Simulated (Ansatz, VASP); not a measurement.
# One calculation of BaTe, two programs

File INCAR:

```
SYSTEM = BaTe
PREC = Accurate ; ENCUT = 520
EDIFF = 1E-7 ; ISMEAR = 0
SIGMA = 0.05 ; LREAL = .False.
LASPH = .True. ; NELM = 60
ALGO = Normal ; ISIF = 2
LWAVE = .False. ; LCHARG = .False.
GGA = RP ; NBANDS = 24
```

The input KPOINTS:

```
regular mesh
0
Gamma
  8 8 4
  0 0 0
```

File POSCAR:

```
BaTe
1.0
    5.9702102791      0.0000000000      0.0000000000
   -2.9851051396      5.1703537676      0.0000000000
    0.0000000000      0.0000000000      7.0024277399
Ba Te
2 2
Direct
    0.6666666667      0.3333333333      0.0625865676
    0.3333333333      0.6666666667      0.5625865676
    0.6666666667      0.3333333333      0.5626134324
    0.3333333333      0.6666666667      0.0626134324
```

Input for Ansatz:

```yaml
crystal:
  lattice:
    - [5.970210279079, 2.886777458209e-11, 0.0]
    - [-2.985105139565, 5.170353767603, 0.0]
    - [0.0, 0.0, 7.0024277399]
  atoms:
    - { symbol: Ba, position: [0.6666666666667, 0.3333333333333, 0.0625865676] }
    - { symbol: Ba, position: [0.3333333333333, 0.6666666666667, 0.5625865676] }
    - { symbol: Te, position: [0.6666666666667, 0.3333333333333, 0.5626134324] }
    - { symbol: Te, position: [0.3333333333333, 0.6666666666667, 0.0626134324] }
basis:
  ecutwfc: 420
  ecutrho_ratio: 4
kpoints:
  mp_grid: { grid: [8, 8, 4] }
hamiltonian:
  xc: rpbe
scf:
  occupations: { method: gaussian, width: 0.05 }
  convergence: { dr2_threshold: 1.0e-08 }
output:
  forces: true
  stress: true
```

Alike in both runs: task single point; functional RPBE; k mesh 8 × 8 × 4; occupations gaussian, width 0.05 eV; no spin polarisation.

```csv
,VASP,Ansatz
version,VASP 6.6.1,Ansatz 0.2.0
potentials or method,"VASP PAW PBE potentials, release 64 (Ba_sv, Te), cutoff 520 eV","scalar-relativistic, plane waves, PAW"
valence electrons in the cell,32,52
```

```csv
,VASP,Ansatz,Ansatz less VASP
pressure (GPa),1.2,0.9,-0.23
"traceless stress, the component that is largest in VASP (GPa)",0.16,0.11,-0.052
```

VASP's potentials were made for PBE, not for RPBE. VASP's potentials hold 32 valence electrons a cell and Ansatz's 52, so a difference there can come from the potentials and not from the codes. Ansatz's warnings: stress scf threshold loose.

Neither program's run includes spin-orbit coupling.
